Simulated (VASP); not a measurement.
Write the native input for VASP 6.6.1 that does the following.

```yaml
Task: single point
Functional: PBE
Potentials_or_basis: VASP PAW PBE potentials, release 64 (Bi_d)
Cutoff: 520 eV
k_mesh: 9 × 9 × 1
Occupations: fermi-dirac, width 0.05 eV
Spin: no spin polarisation
Dipole_correction: yes
Further_INCAR_settings: ALGO = Normal; EDIFF = 1e-06; NBANDS = 14
```

The structure of Bi lies in POSCAR:

```
Bi
1.0
    3.3013806076      0.0000000000      0.0000000000
   -1.6506903038      2.8590794738      0.0000000000
    0.0000000000      0.0000000000     23.8000000000
Bi
1
Direct
    0.0000000000      0.0000000000      0.2941200000
```

One way to write it, as run:

INCAR

```
PREC = Accurate ; ENCUT = 520
EDIFF = 1E-6 ; ISMEAR = -1
SIGMA = 0.05 ; LREAL = F
LASPH = T ; NELM = 60
ALGO = Normal ; ISIF = 2
LWAVE = F ; LCHARG = T
LDIPOL = T ; IDIPOL = 3
DIPOL = 0.5 0.5 0.294 ; GGA = PE
LELF = T ; LVHAR = T
LVACPOTAV = T ; NBANDS = 14
```

KPOINTS

```
Automatic mesh
0
Gamma
  9 9 1
```

Potentials or basis: VASP PAW PBE potentials, release 64 (Bi_d).

Launch:

```sh
$ cat potpaw_PBE.64/Bi_d/POTCAR > POTCAR
$ mpirun -np 1 vasp_std > vasp.out
```

It took 50 s on 1 thread of Intel(R) Xeon(R) Platinum 8375C CPU @ 2.90GHz (Ice Lake), on a shared host, peak memory 0.36 GiB.
